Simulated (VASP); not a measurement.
# Pt2Rh (P4_2/mnm) in VASP: relaxation of cell and atoms with PBEsol

Aim: the relaxation of cell and atoms of Pt2Rh with PBEsol.

Everything below comes from runs of VASP 6.6.1. Logs are shortened: lines on timing, memory, paths and dates and some standing lists are left out, and cuts for length are marked.

## (1) The cell of the first run

The structure is tetragonal, space group P4_2/mnm (No. 136). Conventional cell: a = 5.169 Å, b = 5.169 Å, c = 3.615 Å, α = 90.00°, β = 90.00°, γ = 90.00°. Rh (site symmetry mmm) has 6 Pt at 2.25 to 2.29 Å within 3.0 Å. Within 3.0 Å of Pt (site symmetry m2m) lie 3 Rh at 2.25 to 2.29 Å and 1 Pt at 2.81 Å.

## (2) Relaxation of cell and atoms, PBEsol

INCAR

```
SYSTEM = Pt2Rh
PREC = Accurate ; ENCUT = 600
EDIFF = 1E-6 ; ISMEAR = 1
SIGMA = 0.05 ; LREAL = .False.
LASPH = .True. ; NELM = 100
ALGO = Normal ; ISIF = 3
LWAVE = .False. ; LCHARG = .False.
GGA = PS ; IBRION = 2
NSW = 60 ; EDIFFG = -0.01
ISYM = 0
```

KPOINTS

```
regular mesh
0
Gamma
  4 4 5
  0 0 0
```

POSCAR

```
Pt2Rh
1.0
    5.1688185200      0.0000000000      0.0000000000
    0.0000000000      5.1688185200      0.0000000000
    0.0000000000      0.0000000000      3.6147200400
Rh Pt
2 4
Direct
    0.0000000000      0.0000000000      0.0000000000
    0.5000000000      0.5000000000      0.5000000000
    0.3077000000      0.3077000000      0.0000000000
    0.1923000000      0.8077000000      0.5000000000
    0.6923000000      0.6923000000      0.0000000000
    0.8077000000      0.1923000000      0.5000000000
```

Potentials or basis: VASP PAW PBE potentials, release 64 (Rh_pv, Pt).

The run is started by

```console
$ cat potpaw_PBE.64/Rh_pv/POTCAR potpaw_PBE.64/Pt/POTCAR > POTCAR
$ mpirun -np 1 vasp_std > vasp.out
```

OUTCAR:

```text
SYSTEM = Pt2Rh
   PREC = Accurate
   ENCUT = 600
   EDIFF = 1E-6
   ISMEAR = 1
   LREAL = .False.
   LASPH = .True.
   NELM = 100
   ISIF = 3
   GGA = PS
   IBRION = 2
   NSW = 60
   EDIFFG = -0.01
   ISYM = 0

 ion  position               nearest neighbor table
   1  0.000  0.000  0.000-   3 2.25   5 2.25   4 2.29   6 2.29   4 2.29   6 2.29
   2  0.500  0.500  0.500-   4 2.25   6 2.25   5 2.29   3 2.29   3 2.29   5 2.29
   3  0.308  0.308  0.000-   1 2.25   2 2.29   2 2.29   5 2.81   6 3.21   4 3.21   4 3.21   6 3.21
                             4 3.21   4 3.21   6 3.21   6 3.21
   4  0.192  0.808  0.500-   2 2.25   1 2.29   1 2.29   6 2.81   3 3.21   5 3.21   3 3.21   5 3.21
                             3 3.21   3 3.21   5 3.21   5 3.21
   5  0.692  0.692  0.000-   1 2.25   2 2.29   2 2.29   3 2.81   6 3.21   4 3.21   4 3.21   6 3.21
                             6 3.21   6 3.21   4 3.21   4 3.21
   6  0.808  0.192  0.500-   2 2.25   1 2.29   1 2.29   4 2.81   5 3.21   3 3.21   3 3.21   5 3.21
                             5 3.21   5 3.21   3 3.21   3 3.21

IMPORTANT INFORMATION: All symmetrisations will be switched off!
NOSYMM: (Re-)initialisation of all symmetry stuff for point group C_1.

----------------------------------------------------------------------------------------

                                     Primitive cell

  volume of cell :      96.5733

  direct lattice vectors                    reciprocal lattice vectors
     5.168818520  0.000000000  0.000000000     0.193467810  0.000000000  0.000000000
     0.000000000  5.168818520  0.000000000     0.000000000  0.193467810  0.000000000
     0.000000000  0.000000000  3.614720040     0.000000000  0.000000000  0.276646598

  length of vectors
     5.168818520  5.168818520  3.614720040     0.193467810  0.193467810  0.276646598

  position of ions in fractional coordinates (direct lattice)
     0.000000000  0.000000000  0.000000000
     0.500000000  0.500000000  0.500000000
     0.307700000  0.307700000  0.000000000
     0.192300000  0.807700000  0.500000000
     0.692300000  0.692300000  0.000000000
     0.807700000  0.192300000  0.500000000

  ion indices of the primitive-cell ions
   primitive index   ion index
                 1           1
                 2           2
                 3           3
                 4           4
                 5           5
                 6           6

----------------------------------------------------------------------------------------

 KPOINTS: regular mesh

Automatic generation of k-mesh.
 Grid dimensions read from file:
 generate k-points for:    4    4    5

 Generating k-lattice:

  Cartesian coordinates                     Fractional coordinates (reciprocal lattice)
     0.048366953  0.000000000  0.000000000     0.250000000  0.000000000  0.000000000
     0.000000000  0.048366953  0.000000000     0.000000000  0.250000000  0.000000000
     0.000000000  0.000000000  0.055329320     0.000000000  0.000000000  0.200000000

  Length of vectors
     0.048366953  0.048366953  0.055329320

  Shift w.r.t. Gamma in fractional coordinates (k-lattice)
     0.000000000  0.000000000  0.000000000

 Subroutine IBZKPT returns following result:
 ===========================================

 Found     42 irreducible k-points:

 Following reciprocal coordinates:
            Coordinates               Weight
  0.000000  0.000000  0.000000      1.000000
  0.250000  0.000000  0.000000      2.000000
  0.000000  0.250000  0.000000      2.000000
  0.500000  0.000000  0.000000      1.000000
  0.000000  0.500000  0.000000      1.000000
  0.250000  0.250000  0.000000      2.000000
[... 16 lines left out ...]
 -0.250000  0.500000  0.200000      2.000000
  0.500000 -0.250000  0.200000      2.000000
 [... further k-points ...]
   k-points           NKPTS =     42   k-points in BZ     NKDIM =     42   number of bands    NBANDS=     42
   number of dos      NEDOS =    301   number of ions     NIONS =      6
   total plane-waves  NPLWV =  52920
   dimension x,y,z NGX =    42 NGY =   42 NGZ =   30
   dimension x,y,z NGXF=    84 NGYF=   84 NGZF=   60
   ions per type =               2   4
   NGX,Y,Z   is equivalent  to a cutoff of  13.51, 13.51, 13.80 a.u.
   NGXF,Y,Z  is equivalent  to a cutoff of  27.02, 27.02, 27.59 a.u.
 SYSTEM =  Pt2Rh
   PREC   = accura    normal or accurate (medium, high low for compatibility)
   ISTART =      0    job   : 0-new  1-cont  2-samecut
   ICHARG =      2    charge: 1-file 2-atom 10-const
   ISPIN  =      1    spin polarized calculation?
   LNONCOLLINEAR =      F non collinear calculations
   LSORBIT =      F    spin-orbit coupling
   LASPH  =      T    aspherical Exc in radial PAW
   ENCUT  =  600.0 eV  44.10 Ry    6.64 a.u.  10.32 10.32  7.22*2*pi/ulx,y,z
   NELM   =    100;   NELMIN=  2; NELMDL= -5     # of ELM steps
   EDIFF  = 0.1E-05   stopping-criterion for ELM
   LREAL  =      F    real-space projection
   EDIFFG = -.1E-01   stopping-criterion for IOM
   NSW    =     60    number of steps for IOM
   IBRION =      2    ionic relax: 0-MD 1-quasi-New 2-CG
   NFREE  =      1    steps in history (QN), initial steepest desc. (CG)
   ISIF   =      3    stress and relaxation
   ISYM   =      0    0-nonsym 1-usesym 2-fastsym
   POTIM  = 0.5000    time-step for ionic-motion
   TEBEG  =    0.0;   TEEND  =   0.0 temperature during run
   PSTRESS=    0.0 pullay stress
   NELECT =      70.0000    total number of electrons
   NUPDOWN=      -1.0000    fix difference up-down
   EMIN   =  10.00;   EMAX   =-10.00  energy-range for DOS
   EFERMI =   0.00;   METHOD = LEGACY
   ISMEAR =     1;   SIGMA  =   0.05  broadening in eV -4-tet -1-fermi 0-gaus
   EFERMI_NEDOS =   21; number of points for ismear=-14 and -15
   IALGO  =     38    algorithm
   IMIX   =      4    mixing-type and parameters
     AMIX     =   0.40;   BMIX     =  1.00
     AMIX_MAG =   1.60;   BMIX_MAG =  1.00
  volume/ion in A,a.u.               =      16.10       108.62
  Fermi-wavevector in a.u.,A,eV,Ry     =   1.470579  2.778992 29.424004  2.162603
  Thomas-Fermi vector in A             =   2.585819
   LORBIT       =      0    0 simple, 1 ext, 2 COOP (PROOUT), +10 PAW based schemes
   GGA     = PS    functional components
   LHFCALC =     F    Hartree Fock is set to
   AEXX    =    0.0000 exact exchange contribution
   IVDW    =     0    specifies the selected vdW correction
   LEPSILON=     F    determine dielectric tensor
   LRPA    =     F    only Hartree local field effects (RPA)
 conjugate gradient relaxation of ions
 non-spin polarized calculation
 Methfessel and Paxton  Order N= 1 SIGMA  =   0.05
  energy-cutoff  :      600.00
  volume of cell :       96.57
 maximum number of plane-waves:      3240
 NGX is ok and might be reduce to    42
   NGX = 21   NGY = 21   NGZ = 15

--------------------------------------- Ionic step        1  -------------------------------------------

 number of electron      70.0000001 magnetization

 Free energy of the ion-electron system (eV)
  ---------------------------------------------------
  ext. energy  EPLUGINS =         0.00000000
  ---------------------------------------------------
  free energy    TOTEN  =       -32.96316760 eV

  energy without entropy =      -32.96534798  energy(sigma->0) =      -32.96389440

------------------------ aborting loop because EDIFF is reached ----------------------------------------

  FORCE on cell =-STRESS in cart. coord.  units (eV):
  Direction    XX          YY          ZZ          XY          YZ          ZX
  --------------------------------------------------------------------------------------
  -------------------------------------------------------------------------------------
  Total       32.6431046     32.6431494     45.5331074      0.0003475      0.0000049      0.0000134
  in kB      541.5577854    541.5585293    755.4063604      0.0057651      0.0000807      0.0002231
  external PRESSURE =     612.8408917 kB  Pullay stress =       0.0000000 kB
[... 27 lines left out ...]
--------------------------------------- Ionic step        2  -------------------------------------------

 number of electron      70.0000028 magnetization

 E-fermi :   0.7892     XC(G=0):  -8.8178

 val. band max:        0.7889210081   @ k =   0.5000  -0.2500   0.4000
 cond. band min:       0.7892060070   @ k =   0.5000  -0.2500   0.4000
 fundamental gap:      0.0002849988
 Fermi energy:         0.7891671536

 k-point     1 :       0.0000    0.0000    0.0000
  band No.  band energies     occupation
      1     -44.9681      2.00000
      2     -44.9677      2.00000
      3     -44.7858      2.00000
      4     -44.7857      2.00000
      5     -44.6814      2.00000
      6     -44.6809      2.00000
[... 1069 lines left out ...]
     41       3.8424      0.00000
     42       3.8425      0.00000

 [... further k-points ...]

------------------------ aborting loop because EDIFF is reached ----------------------------------------

  FORCE on cell =-STRESS in cart. coord.  units (eV):
  Direction    XX          YY          ZZ          XY          YZ          ZX
  --------------------------------------------------------------------------------------
  -------------------------------------------------------------------------------------
  Total      -24.3493797    -24.3492332    -28.7499119      0.0116292      0.0000036     -0.0000019
  in kB     -185.5316166   -185.5305007   -219.0617466      0.0886091      0.0000275     -0.0000142
  external PRESSURE =    -196.7079546 kB  Pullay stress =       0.0000000 kB
[... 61 lines left out ...]
  FREE ENERGIE OF THE ION-ELECTRON SYSTEM (eV)
  ---------------------------------------------------
  free  energy   TOTEN  =       -36.3778775362 eV

  energy  without entropy=      -36.3814723450  energy(sigma->0) =      -36.37907581

[... ionic steps 4 to 21 ...]

--------------------------------------- Ionic step       22  -------------------------------------------

 number of electron      69.9999987 magnetization

------------------------ aborting loop because EDIFF is reached ----------------------------------------
[... 75 lines left out ...]
--------------------------------------- Ionic step       24  -------------------------------------------

 number of electron      69.9999987 magnetization

 Free energy of the ion-electron system (eV)
  ---------------------------------------------------
  ext. energy  EPLUGINS =         0.00000000
  ---------------------------------------------------
  free energy    TOTEN  =       -36.81626303 eV

  energy without entropy =      -36.81602717  energy(sigma->0) =      -36.81618441

 E-fermi :   6.6646     XC(G=0): -11.8165

 val. band max:        6.6592742364   @ k =  -0.2500   0.5000   0.0000
 cond. band min:       6.6843150125   @ k =   0.5000   0.0000   0.0000
 fundamental gap:      0.0250407761
 Fermi energy:         6.6645713072

 k-point     1 :       0.0000    0.0000    0.0000
  band No.  band energies     occupation
      1     -40.1494      2.00000
      2     -40.1490      2.00000
      3     -40.0327      2.00000
      4     -40.0276      2.00000
      5     -39.7788      2.00000
      6     -39.7786      2.00000
[... 1069 lines left out ...]
     41      10.6321      0.00000
     42      10.6323      0.00000

 [... further k-points ...]

------------------------ aborting loop because EDIFF is reached ----------------------------------------

  FORCE on cell =-STRESS in cart. coord.  units (eV):
  Direction    XX          YY          ZZ          XY          YZ          ZX
  --------------------------------------------------------------------------------------
  -------------------------------------------------------------------------------------
  Total       -0.0268945     -0.0268613     -0.0286836     -0.0051324      0.0000027      0.0000041
  in kB       -0.3661336     -0.3656826     -0.3904901     -0.0698716      0.0000363      0.0000559
  external PRESSURE =      -0.3741021 kB  Pullay stress =       0.0000000 kB
[... 21 lines left out ...]
  FREE ENERGIE OF THE ION-ELECTRON SYSTEM (eV)
  ---------------------------------------------------
  free  energy   TOTEN  =       -36.8162630273 eV

  energy  without entropy=      -36.8160271660  energy(sigma->0) =      -36.81618441

 reached required accuracy - stopping structural energy minimisation
```

Wall time 39 min (1 thread of Intel Xeon Platinum 8488C (Sapphire Rapids), shared host); peak memory 0.34 GiB.

What came out:

```yaml
Free_energy: -36.8163 eV
Relaxed_volume: 19.61 Å³/atom
Relaxed_cell: a = 5.259 Å, b = 5.259 Å, c = 4.256 Å, α = 90.00°, β = 90.00°, γ = 90.00°
Space_group_after_relaxing_to_0.1_Å: P4_2/mnm (No. 136)
Pressure_after_relaxing: 0.0 GPa
Band_gap_on_the_k_mesh: zero (bands 35 and 36 overlap by 0.39 eV)
```

Final structure:
```cif
data_structure
_symmetry_space_group_name_H-M 'P 1'
_symmetry_Int_Tables_number 1
_cell_length_a 5.2586
_cell_length_b 5.2586
_cell_length_c 4.2559
_cell_angle_alpha 90.000
_cell_angle_beta 90.000
_cell_angle_gamma 89.995
_cell_volume 117.69
loop_
_atom_site_label
_atom_site_type_symbol
_atom_site_fract_x
_atom_site_fract_y
_atom_site_fract_z
_atom_site_occupancy
Rh1 Rh 0.00000 0.00000 0.00000 1
Rh2 Rh 0.50001 0.50000 0.50000 1
Pt1 Pt 0.32133 0.32134 0.00000 1
Pt2 Pt 0.17867 0.82133 0.50000 1
Pt3 Pt 0.67867 0.67868 0.00000 1
Pt4 Pt 0.82133 0.17866 0.50000 1
```

Caveat: the volume moved by over 15 % at a fixed basis, so the end points are rough; the PAW data sets were made with another functional, which shifts forces and pressure a little; spin-orbit coupling is left out, which moves the levels of the heavy elements.
